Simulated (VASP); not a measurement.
Set up this calculation in VASP 6.6.1, as the native input.

| Quantity | Value |
| --- | --- |
| Task | relaxation of cell and atoms |
| Functional | PBEsol |
| Potentials or basis | VASP PAW PBE potentials, release 64 (Pt, Se) |
| Cutoff | 600 eV |
| k mesh | 12 × 12 × 8 |
| Occupations | fermi-dirac, width 0.15 eV |
| Spin | no spin polarisation |
| Dipole correction | no |
| Further INCAR settings | ALGO = Normal; EDIFF = 1e-06; IBRION = 2; EDIFFG = -0.001; NSW = 80; ISIF = 3 |

The structure of PtSe2 lies in POSCAR:

```
PtSe2
1.0
    3.7607248996      0.0000000000      0.0000000000
   -1.8803624498      3.2568832997      0.0000000000
    0.0000000000      0.0000000000      4.8633103098
Pt Se
1 2
Direct
    0.0000000000      0.0000000000      0.0000000000
    0.3333333333      0.6666666667      0.2606754621
    0.6666666667      0.3333333333      0.7393245379
```

These files were run (other wordings do the same):

INCAR

```
ALGO     = Normal         # electronic algorithm
EDIFF    = 1E-6           # SCF threshold, eV
EDIFFG   = -0.001         # ionic threshold
ENCUT    = 600            # plane-wave cutoff, eV
GGA      = PS             # functional
IBRION   = 2              # ionic algorithm
ISIF     = 3              # what is computed and relaxed
ISMEAR   = -1             # smearing method
LASPH    = True           # aspherical terms in the spheres
LCHARG   = False          # write CHGCAR
LREAL    = False          # projectors in reciprocal space
LWAVE    = False          # write WAVECAR
NELM     = 80             # most SCF steps
NSW      = 80             # ionic steps
PREC     = Accurate       # precision mode
SIGMA    = 0.15           # smearing width, eV
```

KPOINTS

```
k-points
0
Gamma
  12 12 8
```

Potentials or basis: VASP PAW PBE potentials, release 64 (Pt, Se).

The run is started by

```sh
$ cat potpaw_PBE.64/Pt/POTCAR potpaw_PBE.64/Se/POTCAR > POTCAR
$ mpirun -np 1 vasp_std > vasp.out
```

Results of the run:

```yaml
Relaxed_volume: 19.84 Å³/atom
Relaxed_cell: a = 3.762 Å, b = 3.762 Å, c = 4.856 Å, α = 90.00°, β = 90.00°, γ = 120.00°
Space_group_after_relaxing_to_0.1_Å: P-3m1 (No. 164)
Energy_gained_by_relaxing: 0.0 meV/atom
Ionic_steps: 16
Pressure_after_relaxing: 0.0 GPa
Band_gap_on_the_k_mesh: zero (bands 11 and 12 overlap by 0.78 eV)
```

Caveat: the PAW data sets were made with another functional, which shifts forces and pressure a little; spin-orbit coupling is left out, which moves the levels of the heavy elements.

Wall time 7.2 min on 1 thread of Intel(R) Xeon(R) Platinum 8488C (Sapphire Rapids), on a shared host, peak memory 0.31 GiB.
